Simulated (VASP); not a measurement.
# Ti24H4C in VASP: single point with PBE

Aim: the single point of Ti24H4C with PBE.

Everything below comes from runs of VASP 6.6.1. Logs are shortened: lines on timing, memory, paths and dates and some standing lists are left out, and cuts for length are marked.

### Step 1. The cell of the first run

The cell holds a slab with vacuum, 29 atoms: a = 5.877 Å, b = 9.301 Å, c = 26.388 Å, α = 90.00°, β = 90.00°, γ = 90.00°.

### Step 2. Single point, PBE

Contents of INCAR:

```
ALGO = Normal
DIPOL = 0.5 0.5 0.477
EDIFF = 1E-6
ENCUT = 520
GGA = PE
GGA_COMPAT = False
IDIPOL = 3
ISIF = 2
ISMEAR = 0
KPAR = 4
LASPH = True
LCHARG = True
LDIPOL = True
LREAL = False
LVACPOTAV = True
LVHAR = True
LWAVE = False
NBANDS = 168
NELM = 120
NELMDL = -8
PREC = Accurate
SIGMA = 0.1
```

Contents of KPOINTS:

```
k-points
0
Gamma
  5 3 1
```

Contents of POSCAR:

```
Ti24H4C
1.0
    5.8769161223      0.0000000000      0.0000000000
    0.0000000000      9.3012680293      0.0000000000
    0.0000000000      0.0000000000     26.3875184341
Ti H C
24 4 1
Direct
    0.5000000000      0.3750000000      0.3221219919
    0.5000000000      0.8750000000      0.3221219919
    0.0000000000      0.3750000000      0.3221219919
    0.0000000000      0.8750000000      0.3221219919
    0.7500000000      0.1250000000      0.3542682424
    0.7500000000      0.6250000000      0.3542682424
    0.2500000000      0.1250000000      0.3542682424
    0.2500000000      0.6250000000      0.3542682424
    0.7500000000      0.3750000000      0.4185607433
    0.7500000000      0.8750000000      0.4185607433
    0.2500000000      0.3750000000      0.4185607433
    0.2500000000      0.8750000000      0.4185607433
    0.0000094367      0.1249571901      0.4495336201
    0.0000043185      0.6250604215      0.4499050735
    0.5000196835      0.1250170626      0.4490996165
    0.4999832926      0.6250968331      0.4493792852
    0.0000169230      0.3748769174      0.5106193573
    0.0000226596      0.8753192784      0.5106653850
    0.5000046276      0.3747582909      0.5114204463
    0.5000378110      0.8756463801      0.5114450623
    0.2569980636      0.1252853244      0.5414817132
    0.2554634944      0.6252828557      0.5411865176
    0.7430982528      0.1253610330      0.5415052330
    0.7445481391      0.6252804849      0.5411759407
   -0.0064495980      0.2515166542      0.6558568767
   -0.1409538127      0.1005163786      0.6858566798
    0.1600174857      0.1245644901      0.6910814517
   -0.0291385931      0.2445136796      0.7233185619
   -0.0041485667      0.1801105051      0.6889913670
```

Potentials or basis: VASP PAW PBE potentials, release 64 (Ti_sv, H, C).

On the command line:

```
$ cat potpaw_PBE.64/Ti_sv/POTCAR potpaw_PBE.64/H/POTCAR potpaw_PBE.64/C/POTCAR > POTCAR
$ mpirun -np 4 vasp_std > vasp.out
```

OUTCAR:

```text
EDIFF = 1E-6
   ENCUT = 520
   GGA = PE
   ISIF = 2
   ISMEAR = 0
   LASPH = True
   LREAL = False
   NELM = 120
   NELMDL = -8
   PREC = Accurate

 ion  position               nearest neighbor table
   1  0.500  0.375  0.322-   5 2.88   6 2.88   7 2.88   8 2.88
   2  0.500  0.875  0.322-   5 2.88   6 2.88   7 2.88   8 2.88
   3  0.000  0.375  0.322-   5 2.88   6 2.88   7 2.88   8 2.88
   4  0.000  0.875  0.322-   5 2.88   6 2.88   7 2.88   8 2.88
   5  0.750  0.125  0.354-   9 2.88  10 2.88   3 2.88   4 2.88   1 2.88   2 2.88  15 2.90  13 2.91
[... 31 lines left out ...]
  21  0.257  0.125  0.541-  15 2.83  19 2.84  20 2.84  23 2.86  13 2.86  17 2.89  18 2.89
  22  0.255  0.625  0.541-  16 2.82  14 2.84  20 2.85  19 2.85  24 2.87  18 2.88  17 2.89
  23  0.743  0.125  0.542-  15 2.83  19 2.84  20 2.84  21 2.86  13 2.86  17 2.89  18 2.89
  24  0.745  0.625  0.541-  16 2.82  14 2.84  20 2.85  19 2.85  22 2.87  18 2.88  17 2.89
  25  0.994  0.252  0.656-  29 1.10
  26  0.859  0.101  0.686-  29 1.10
  27  0.160  0.125  0.691-  29 1.10
  28  0.971  0.245  0.723-  29 1.10
  29  0.996  0.180  0.689-  27 1.10  28 1.10  26 1.10  25 1.10

  LATTYP: Found a simple orthorhombic cell.
 ALAT       =     5.8769161223
 B/A-ratio  =     1.5826783700
 C/A-ratio  =     4.4900280836

  Lattice vectors:

 A1 = (   5.8769161223,   0.0000000000,   0.0000000000)
 A2 = (   0.0000000000,   9.3012680293,   0.0000000000)
 A3 = (   0.0000000000,   0.0000000000,  26.3875184341)

Analysis of symmetry for initial positions (statically):
=====================================================================
 Subroutine PRICEL returns:
 Original cell was already a primitive cell.

 Routine SETGRP: Setting up the symmetry group for a
 simple orthorhombic supercell.

 Subroutine GETGRP returns: Found  1 space group operations
 (whereof  1 operations were pure point group operations)
 out of a pool of  8 trial point group operations.

The static configuration has the point symmetry C_1 .

Analysis of symmetry for dynamics (positions and initial velocities):
=====================================================================
 Subroutine PRICEL returns:
 Original cell was already a primitive cell.

 Routine SETGRP: Setting up the symmetry group for a
 simple orthorhombic supercell.

 Subroutine GETGRP returns: Found  1 space group operations
 (whereof  1 operations were pure point group operations)
 out of a pool of  8 trial point group operations.

The dynamic configuration has the point symmetry C_1 .

[... 146 lines left out ...]
   NELECT =     296.0000    total number of electrons
   NUPDOWN=      -1.0000    fix difference up-down
   EMIN   =  10.00;   EMAX   =-10.00  energy-range for DOS
   EFERMI =   0.00;   METHOD = LEGACY
   ISMEAR =     0;   SIGMA  =   0.10  broadening in eV -4-tet -1-fermi 0-gaus
   EFERMI_NEDOS =   21; number of points for ismear=-14 and -15
   IALGO  =     38    algorithm
   IMIX   =      4    mixing-type and parameters
     AMIX     =   0.40;   BMIX     =  1.00
     AMIX_MAG =   1.60;   BMIX_MAG =  1.00
  volume/ion in A,a.u.               =      49.74       335.65
  Fermi-wavevector in a.u.,A,eV,Ry     =   0.965625  1.824767 12.686512  0.932432
  Thomas-Fermi vector in A             =   2.095358
   LORBIT       =      0    0 simple, 1 ext, 2 COOP (PROOUT), +10 PAW based schemes
   GGA     = PE    functional components
   LHFCALC =     F    Hartree Fock is set to
   AEXX    =    0.0000 exact exchange contribution
   IVDW    =     0    specifies the selected vdW correction
   LEPSILON=     F    determine dielectric tensor
   LRPA    =     F    only Hartree local field effects (RPA)
 non-spin polarized calculation
 Gauss-broadening in eV      SIGMA  =   0.10
  energy-cutoff  :      520.00
  volume of cell :     1442.41
 maximum number of plane-waves:     38884
 NGX is ok and might be reduce to    48
   NGX = 21   NGY = 35   NGZ = 99

 dipolmoment           0.000000      0.000000     -0.000990 electrons x Angstroem

 number of electron     296.0000062 magnetization

 dipolmoment           0.000000      0.000000      0.002322 electrons x Angstroem

 Free energy of the ion-electron system (eV)
  ---------------------------------------------------
  ext. energy  EPLUGINS =         0.00000000
  ---------------------------------------------------
  free energy    TOTEN  =      -198.48702610 eV

  energy without entropy =     -198.26814773  energy(sigma->0) =     -198.37758692

 E-fermi :  -0.0747     XC(G=0):  -4.3746

 val. band max:       -0.1001628713   @ k =   0.2000   0.0000   0.0000
 cond. band min:      -0.0719652531   @ k =   0.0000   0.0000   0.0000
 fundamental gap:      0.0281976182
 Fermi energy:        -0.0747366563

 k-point     1 :       0.0000    0.0000    0.0000
  band No.  band energies     occupation
      1     -57.1319      2.00000
      2     -57.1242      2.00000
      3     -57.0879      2.00000
      4     -57.0876      2.00000
      5     -57.0669      2.00000
      6     -57.0506      2.00000
[... 1293 lines left out ...]
    159       0.1727      0.00047
    160       0.1861      0.00023
 [bands above 160 left out]

------------------------ aborting loop because EDIFF is reached ----------------------------------------

  FORCE on cell =-STRESS in cart. coord.  units (eV):
  Direction    XX          YY          ZZ          XY          YZ          ZX
  --------------------------------------------------------------------------------------
  -------------------------------------------------------------------------------------
  Total      -11.5985717    -10.7090992     -4.5500784     -0.0031016     -0.0649504     -0.0058568
  in kB      -12.8832339    -11.8952431     -5.0540468     -0.0034451     -0.0721444     -0.0065055
  external PRESSURE =      -9.9441746 kB  Pullay stress =       0.0000000 kB

 VOLUME and BASIS-vectors are now :
 -----------------------------------------------------------------------------
  energy-cutoff  :      520.00
  volume of cell :     1442.41
      direct lattice vectors                 reciprocal lattice vectors
     5.876916122  0.000000000  0.000000000     0.170157269  0.000000000  0.000000000
     0.000000000  9.301268029  0.000000000     0.000000000  0.107512223  0.000000000
     0.000000000  0.000000000 26.387518434     0.000000000  0.000000000  0.037896705

 POSITION                                       TOTAL-FORCE (eV/Angst)
 -----------------------------------------------------------------------------------
      2.93846      3.48798      8.50000         0.000052      0.003571      0.342639
      2.93846      8.13861      8.50000        -0.000024     -0.003232      0.342808
      0.00000      3.48798      8.50000        -0.000077      0.004928      0.345242
      0.00000      8.13861      8.50000         0.000005     -0.003523      0.345594
      4.40769      1.16266      9.34826         0.013035      0.000177      0.068544
      4.40769      5.81329      9.34826         0.014043     -0.000120      0.072808
[... 21 lines left out ...]
      5.70567      2.27429     19.08658        -0.002383      0.009305      0.016807
      5.85254      1.67526     18.18077        -0.001367     -0.004746     -0.003826
 -----------------------------------------------------------------------------------
    total drift:                                0.000051     -0.000457     -0.003199

  FREE ENERGIE OF THE ION-ELECTRON SYSTEM (eV)
  ---------------------------------------------------
  free  energy   TOTEN  =      -198.4870261028 eV

  energy  without entropy=     -198.2681477289  energy(sigma->0) =     -198.37758692

 vacuum level on the upper side and lower side of the slab         3.684         3.676
```

Wall time 85 min (4 MPI ranks of Intel Xeon Platinum 8124M at 3.00GHz (Skylake/Cascade Lake), shared host); peak memory 2.1 GiB.

What came out:

| Property | Result |
| --- | --- |
| Free energy | -198.4870 eV |
| Largest force | 0.393 eV/Å |
| Band gap on the k mesh | zero (bands 148 and 149 overlap by 0.30 eV) |

Forces in eV/Å, atoms in the order of the input:
```
Ti   0.000  0.004  0.343
Ti   0.000 -0.003  0.343
Ti   0.000  0.005  0.345
Ti   0.000 -0.004  0.346
Ti   0.013  0.000  0.069
Ti   0.014  0.000  0.073
Ti  -0.013  0.000  0.069
Ti  -0.014  0.000  0.073
Ti   0.013  0.005 -0.392
Ti   0.014 -0.002 -0.390
Ti  -0.013  0.004 -0.393
Ti  -0.013 -0.001 -0.389
Ti   0.000  0.002  0.013
Ti   0.000 -0.003 -0.001
Ti   0.000  0.005  0.000
Ti   0.000 -0.002  0.016
Ti   0.000 -0.013 -0.016
Ti   0.000  0.015 -0.012
Ti   0.000  0.013 -0.009
Ti   0.000 -0.016 -0.007
Ti  -0.005  0.000 -0.018
Ti  -0.004  0.000 -0.018
Ti   0.005  0.000 -0.018
Ti   0.004  0.000 -0.018
H   -0.002  0.010 -0.017
H   -0.016 -0.013 -0.004
H    0.021 -0.010  0.002
H   -0.002  0.009  0.017
C   -0.001 -0.005 -0.004
```

Levels at points of the mesh, in eV from the Fermi level:
```csv
k point,band 145,band 146,band 147,band 148,band 149,band 150
"(0.00, 0.00, 0.00)",0.00,0.02,0.03,0.19,0.19,0.20
```

The gap in the log of VASP goes by the Fermi energy; the results here count the filled bands.